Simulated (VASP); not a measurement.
# Al2Cu (I4/mcm) in VASP: a series of runs

Al2Cu is run at these levels: PBE; tasks: single point.

All numbers are computed with VASP 6.6.1; they aren't measurements. Logs are shortened: lines on timing, memory, paths and dates and some standing lists are left out, and cuts for length are marked.

## (1) The cell of the first run

Symmetry: I4/mcm, No. 140, tetragonal system. The conventional cell has a = 6.234 Å, b = 6.234 Å, c = 4.737 Å, α = 90.00°, β = 90.00°, γ = 90.00°. Within 3.5 Å of Al (site symmetry m2m) lie 4 Cu at 2.63 Å and 11 Al at 2.80 to 3.32 Å. Within 3.1 Å of Cu (site symmetry 422) lie 2 Cu at 2.37 Å and 8 Al at 2.63 Å.

## (2) Single point, PBE (strain +0.030 along x and y, -0.030 along z)

The input, INCAR:

```
SYSTEM = Al2Cu
PREC = Accurate
ENCUT = 520
EDIFF = 1E-6
ISMEAR = 0
SIGMA = 0.15
LREAL = .FALSE.
LASPH = .TRUE.
NELM = 100
ALGO = Fast
ISIF = 2
LWAVE = .FALSE.
LCHARG = .FALSE.
GGA = PE
NBANDS = 26
```

The input, KPOINTS:

```
regular mesh
0
G
  12 12 12
  0 0 0
```

The input, POSCAR:

```
Al2Cu
1.0
   -3.1169745482      3.1169745482      2.3683689267
    3.1169745482     -3.1169745482      2.3683689267
    3.1169745482      3.1169745482     -2.3683689267
Al Cu
4 2
Direct
    0.1587211842      0.6587211842      0.8174423684
    0.6587211842      0.8412788158      0.5000000000
    0.8412788158      0.3412788158      0.1825576316
    0.3412788158      0.1587211842      0.5000000000
    0.7500000000      0.7500000000      0.0000000000
    0.2500000000      0.2500000000      0.0000000000
```

Potentials or basis: VASP PAW PBE potentials, release 64 (Al, Cu).

On the command line:

```sh
cat potpaw_PBE.64/Al/POTCAR potpaw_PBE.64/Cu/POTCAR > POTCAR
mpirun -np 1 vasp_std > vasp.out
```

OUTCAR:

```text
SYSTEM = Al2Cu
   PREC = Accurate
   ENCUT = 520
   EDIFF = 1E-6
   ISMEAR = 0
   LREAL = .FALSE.
   LASPH = .TRUE.
   NELM = 100
   ISIF = 2
   GGA = PE

 ion  position               nearest neighbor table
   1  0.159  0.659  0.817-   5 2.63   6 2.63   5 2.63   6 2.63   3 2.80   3 2.86   3 2.86   2 3.09
                             4 3.09   4 3.09   2 3.09   2 3.32   4 3.32   4 3.32   2 3.32
   2  0.659  0.841  0.500-   6 2.63   6 2.63   5 2.63   5 2.63   4 2.80   4 2.86   4 2.86   1 3.09
                             3 3.09   1 3.09   3 3.09   1 3.32   3 3.32   3 3.32   1 3.32
   3  0.841  0.341  0.183-   5 2.63   6 2.63   5 2.63   6 2.63   1 2.80   1 2.86   1 2.86   4 3.09
                             2 3.09   2 3.09   4 3.09   4 3.32   2 3.32   4 3.32   2 3.32
   4  0.341  0.159  0.500-   5 2.63   5 2.63   6 2.63   6 2.63   2 2.80   2 2.86   2 2.86   1 3.09
                             3 3.09   1 3.09   3 3.09   1 3.32   3 3.32   1 3.32   3 3.32
   5  0.750  0.750  0.000-   6 2.37   6 2.37   1 2.63   3 2.63   1 2.63   3 2.63   4 2.63   4 2.63
                             2 2.63   2 2.63
   6  0.250  0.250  0.000-   5 2.37   5 2.37   1 2.63   3 2.63   1 2.63   3 2.63   2 2.63   2 2.63
                             4 2.63   4 2.63

  LATTYP: Found a body centered tetragonal cell.
 ALAT       =     6.2339490964
 C/A-ratio  =     0.7598294083

  Lattice vectors:

 A1 = (  -3.1169745482,   3.1169745482,   2.3683689267)
 A2 = (   3.1169745482,  -3.1169745482,   2.3683689267)
 A3 = (   3.1169745482,   3.1169745482,  -2.3683689267)

Analysis of symmetry for initial positions (statically):
=====================================================================
 Subroutine PRICEL returns:
 Original cell was already a primitive cell.

 Routine SETGRP: Setting up the symmetry group for a
 body centered tetragonal supercell.

 Subroutine GETGRP returns: Found 16 space group operations
 (whereof  8 operations were pure point group operations)
 out of a pool of 16 trial point group operations.

The static configuration has the point symmetry C_4h.
 The point group associated with its full space group is D_4h.

Analysis of symmetry for dynamics (positions and initial velocities):
=====================================================================
 Subroutine PRICEL returns:
 Original cell was already a primitive cell.

 Routine SETGRP: Setting up the symmetry group for a
 body centered tetragonal supercell.

 Subroutine GETGRP returns: Found 16 space group operations
 (whereof  8 operations were pure point group operations)
 out of a pool of 16 trial point group operations.

The dynamic configuration has the point symmetry C_4h.
 The point group associated with its full space group is D_4h.

 Subroutine INISYM returns: Found 16 space group operations
 (whereof  8 operations are pure point group operations),
 and found     1 'primitive' translations

----------------------------------------------------------------------------------------

                                     Primitive cell

  volume of cell :      92.0398

  direct lattice vectors                    reciprocal lattice vectors
    -3.116974548  3.116974548  2.368368927     0.000000000  0.160411961  0.211115758
     3.116974548 -3.116974548  2.368368927     0.160411961  0.000000000  0.211115758
     3.116974548  3.116974548 -2.368368927     0.160411961  0.160411961  0.000000000

  length of vectors
     5.004021587  5.004021587  5.004021587     0.265144980  0.265144980  0.226856771

  position of ions in fractional coordinates (direct lattice)
     0.158721184  0.658721184  0.817442368
     0.658721184  0.841278816  0.500000000
     0.841278816  0.341278816  0.182557632
     0.341278816  0.158721184  0.500000000
     0.750000000  0.750000000  0.000000000
     0.250000000  0.250000000  0.000000000

  ion indices of the primitive-cell ions
   primitive index   ion index
                 1           1
                 2           2
                 3           3
                 4           4
                 5           5
                 6           6

----------------------------------------------------------------------------------------

 KPOINTS: regular mesh

Automatic generation of k-mesh.
 Grid dimensions read from file:
 generate k-points for:   12   12   12

 Generating k-lattice:

  Cartesian coordinates                     Fractional coordinates (reciprocal lattice)
     0.000000000  0.013367663  0.017592980     0.083333333  0.000000000 -0.000000000
     0.013367663  0.000000000  0.017592980     0.000000000  0.083333333 -0.000000000
     0.013367663  0.013367663  0.000000000     0.000000000  0.000000000  0.083333333

  Length of vectors
     0.022095415  0.022095415  0.018904731

  Shift w.r.t. Gamma in fractional coordinates (k-lattice)
     0.000000000  0.000000000  0.000000000

 Subroutine IBZKPT returns following result:
 ===========================================

 Found    163 irreducible k-points:

 Following reciprocal coordinates:
            Coordinates               Weight
  0.000000  0.000000  0.000000      1.000000
  0.083333 -0.000000  0.000000      8.000000
  0.166667  0.000000  0.000000      8.000000
  0.250000 -0.000000  0.000000      8.000000
  0.333333  0.000000  0.000000      8.000000
  0.416667 -0.000000  0.000000      8.000000
[... 16 lines left out ...]
  0.500000  0.166667  0.000000     16.000000
 -0.416667  0.166667 -0.000000     16.000000
 [... further k-points ...]
   k-points           NKPTS =    163   k-points in BZ     NKDIM =    163   number of bands    NBANDS=     26
   number of dos      NEDOS =    301   number of ions     NIONS =      6
   total plane-waves  NPLWV =  64000
   dimension x,y,z NGX =    40 NGY =   40 NGZ =   40
   dimension x,y,z NGXF=    80 NGYF=   80 NGZF=   80
   ions per type =               4   2
   NGX,Y,Z   is equivalent  to a cutoff of  13.29, 13.29, 13.29 a.u.
   NGXF,Y,Z  is equivalent  to a cutoff of  26.58, 26.58, 26.58 a.u.
 SYSTEM =  Al2Cu
   PREC   = accura    normal or accurate (medium, high low for compatibility)
   ISTART =      0    job   : 0-new  1-cont  2-samecut
   ICHARG =      2    charge: 1-file 2-atom 10-const
   ISPIN  =      1    spin polarized calculation?
   LNONCOLLINEAR =      F non collinear calculations
   LSORBIT =      F    spin-orbit coupling
   LASPH  =      T    aspherical Exc in radial PAW
   ENCUT  =  520.0 eV  38.22 Ry    6.18 a.u.   9.30  9.30  9.30*2*pi/ulx,y,z
   NELM   =    100;   NELMIN=  2; NELMDL= -5     # of ELM steps
   EDIFF  = 0.1E-05   stopping-criterion for ELM
   LREAL  =      F    real-space projection
   EDIFFG = 0.1E-04   stopping-criterion for IOM
   NSW    =      0    number of steps for IOM
   IBRION =     -1    ionic relax: 0-MD 1-quasi-New 2-CG
   NFREE  =      0    steps in history (QN), initial steepest desc. (CG)
   ISIF   =      2    stress and relaxation
   ISYM   =      2    0-nonsym 1-usesym 2-fastsym
   POTIM  = 0.5000    time-step for ionic-motion
   TEBEG  =    0.0;   TEEND  =   0.0 temperature during run
   PSTRESS=    0.0 pullay stress
   NELECT =      34.0000    total number of electrons
   NUPDOWN=      -1.0000    fix difference up-down
   EMIN   =  10.00;   EMAX   =-10.00  energy-range for DOS
   EFERMI =   0.00;   METHOD = LEGACY
   ISMEAR =     0;   SIGMA  =   0.15  broadening in eV -4-tet -1-fermi 0-gaus
   EFERMI_NEDOS =   21; number of points for ismear=-14 and -15
   IALGO  =     68    algorithm
   IMIX   =      4    mixing-type and parameters
     AMIX     =   0.40;   BMIX     =  1.00
     AMIX_MAG =   1.60;   BMIX_MAG =  1.00
  volume/ion in A,a.u.               =      15.34       103.52
  Fermi-wavevector in a.u.,A,eV,Ry     =   1.174652  2.219770 18.773415  1.379807
  Thomas-Fermi vector in A             =   2.311045
   LORBIT       =      0    0 simple, 1 ext, 2 COOP (PROOUT), +10 PAW based schemes
   GGA     = PE    functional components
   LHFCALC =     F    Hartree Fock is set to
   AEXX    =    0.0000 exact exchange contribution
   IVDW    =     0    specifies the selected vdW correction
   LEPSILON=     F    determine dielectric tensor
   LRPA    =     F    only Hartree local field effects (RPA)
 non-spin polarized calculation
 RMM-DIIS sequential band-by-band and
 Gauss-broadening in eV      SIGMA  =   0.15
  energy-cutoff  :      520.00
  volume of cell :       92.04
 maximum number of plane-waves:      2499
 NGX is ok and might be reduce to    40
   NGX = 19   NGY = 19   NGZ = 19

 number of electron      34.0000016 magnetization

 Free energy of the ion-electron system (eV)
  ---------------------------------------------------
  ext. energy  EPLUGINS =         0.00000000
  ---------------------------------------------------
  free energy    TOTEN  =       -23.29475935 eV

  energy without entropy =      -23.27341183  energy(sigma->0) =      -23.28408559

 E-fermi :   7.7172     XC(G=0): -10.7346

 val. band max:        7.7148789892   @ k =  -0.4167  -0.4167   0.2500
 cond. band min:       7.7194648982   @ k =  -0.4167  -0.4167   0.0833
 fundamental gap:      0.0045859089
 Fermi energy:         7.7171824432

 k-point     1 :       0.0000    0.0000    0.0000
  band No.  band energies     occupation
      1      -2.8839      2.00000
      2       2.3994      2.00000
      3       2.5735      2.00000
      4       2.7257      2.00000
      5       2.7257      2.00000
      6       3.5721      2.00000
[... 18 lines left out ...]
     25      12.2452      0.00000
     26      12.8541      0.00000

 k-point     2 :       0.0833   -0.0000    0.0000
  band No.  band energies     occupation
      1      -2.8103      2.00000
      2       2.3894      2.00000
      3       2.5927      2.00000
      4       2.7136      2.00000
      5       2.7220      2.00000
      6       3.5584      2.00000
[... 18 lines left out ...]
     25      12.3242      0.00000
[... 608 lines left out ...]
     25      13.5019      0.00000
     26      14.1865      0.00000

 k-point    24 :      -0.4167    0.1667   -0.0000
  band No.  band energies     occupation
      1      -1.6967      2.00000
      2       1.2544      2.00000
      3       1.8590      2.00000
      4       2.7195      2.00000
      5       2.7673      2.00000
      6       3.2599      2.00000
[... 18 lines left out ...]
     25      13.4228      0.00000
     26      14.6181      0.00000

 [... further k-points ...]

------------------------ aborting loop because EDIFF is reached ----------------------------------------

  FORCE on cell =-STRESS in cart. coord.  units (eV):
  Direction    XX          YY          ZZ          XY          YZ          ZX
  --------------------------------------------------------------------------------------
  -------------------------------------------------------------------------------------
  Total       -2.6887235     -2.6887235      1.4915060      0.0000000      0.0000000      0.0000000
  in kB      -46.8037733    -46.8037733     25.9632898      0.0000000      0.0000000      0.0000000
  external PRESSURE =     -22.5480856 kB  Pullay stress =       0.0000000 kB

 VOLUME and BASIS-vectors are now :
 -----------------------------------------------------------------------------
  energy-cutoff  :      520.00
  volume of cell :       92.04
      direct lattice vectors                 reciprocal lattice vectors
    -3.116974548  3.116974548  2.368368927     0.000000000  0.160411961  0.211115758
     3.116974548 -3.116974548  2.368368927     0.160411961  0.000000000  0.211115758
     3.116974548  3.116974548 -2.368368927     0.160411961  0.160411961  0.000000000

 POSITION                                       TOTAL-FORCE (eV/Angst)
 -----------------------------------------------------------------------------------
      4.10643      0.98946     -0.00000        -0.081405     -0.081405      0.000000
      2.12751      0.98946      2.36837         0.081405     -0.081405     -0.000000
     -0.98946      2.12751      2.36837         0.081405      0.081405     -0.000000
      0.98946      2.12751      0.00000        -0.081405      0.081405      0.000000
      0.00000      0.00000      3.55255         0.000000      0.000000     -0.000000
      0.00000      0.00000      1.18418         0.000000      0.000000     -0.000000
 -----------------------------------------------------------------------------------
    total drift:                               -0.000000     -0.000000      0.000000

  FREE ENERGIE OF THE ION-ELECTRON SYSTEM (eV)
  ---------------------------------------------------
  free  energy   TOTEN  =       -23.2947593477 eV

  energy  without entropy=      -23.2734118319  energy(sigma->0) =      -23.28408559
```

It took 25 min on 1 thread of Intel Xeon 8259CL, shared host; peak memory 0.44 GiB.

What came out:

```
Free energy            : -23.2948 eV
Pressure               : -2.3 GPa
Largest force          : 0.115 eV/Å
Band gap on the k mesh : zero (bands 17 and 18 overlap by 4.46 eV)
```

Forces in eV/Å, atoms in the order of the input:
```
Al  -0.081 -0.081  0.000
Al   0.081 -0.081  0.000
Al   0.081  0.081  0.000
Al  -0.081  0.081  0.000
Cu   0.000  0.000  0.000
Cu   0.000  0.000  0.000
```

Caveat: the cell differs from its parent crystal (strain +0.030 along x and y, -0.030 along z); the stress differs along the axes, from -5 to 3 GPa.

## (3) Single point, PBE (strain +0.015 along x and y, +0.000 along z)

The input, INCAR:

```
PREC = Accurate
ENCUT = 520
EDIFF = 1E-6
ISMEAR = 0
SIGMA = 0.15
LREAL = False
LASPH = True
NELM = 100
ALGO = Fast
ISIF = 2
LWAVE = False
LCHARG = False
GGA = PE
NBANDS = 26
```

The input, KPOINTS:

```
Automatic mesh
0
Gamma
  12 12 12
```

Changes to POSCAR since step 2:

```diff
@@ -2,5 +2,5 @@
 1.0
-   -3.1169745482      3.1169745482      2.3683689267
-    3.1169745482     -3.1169745482      2.3683689267
-    3.1169745482      3.1169745482     -2.3683689267
+   -3.0715817149      3.0715817149      2.4416174502
+    3.0715817149     -3.0715817149      2.4416174502
+    3.0715817149      3.0715817149     -2.4416174502
 Al Cu
```

Potentials or basis: VASP PAW PBE potentials, release 64 (Al, Cu).

On the command line:

```sh
cat potpaw_PBE.64/Al/POTCAR potpaw_PBE.64/Cu/POTCAR > POTCAR
mpirun -np 1 vasp_std > vasp.out
```

Wall time 23 min (1 thread of Intel Xeon 8259CL, shared host); peak memory 0.44 GiB.

The run converged. Its results:

```yaml
Free_energy: -23.3655 eV
Pressure: -2.8 GPa
Largest_force: 0.040 eV/Å
Band_gap_on_the_k_mesh: zero (bands 17 and 18 overlap by 4.29 eV)
```

Forces in eV/Å, atoms in the order of the input:
```
Al  -0.028 -0.028  0.000
Al   0.028 -0.028  0.000
Al   0.028  0.028  0.000
Al  -0.028  0.028  0.000
Cu   0.000  0.000  0.000
Cu   0.000  0.000  0.000
```

Stress tensor (GPa, compression positive):
```
-3.34  0.00  0.00
 0.00 -3.34  0.00
 0.00  0.00 -1.85
```

Levels at points of the mesh, in eV from the Fermi level:
```tsv
k point	band 15	band 16	band 17	band 18	band 19	band 20
(0.00, 0.00, 0.00)	-1.19	-1.09	-1.09	-0.82	-0.40	0.13
(0.50, 0.00, 0.00)	-2.54	-2.54	0.19	0.19	3.87	3.87
(0.50, 0.50, 0.00)	-1.43	-1.26	-0.99	-0.60	0.67	1.10
(0.50, 0.50, 0.50)	-3.09	-1.73	2.59	2.98	2.98	3.23
```

Caveat: the cell differs from its parent crystal (strain +0.015 along x and y, +0.000 along z).
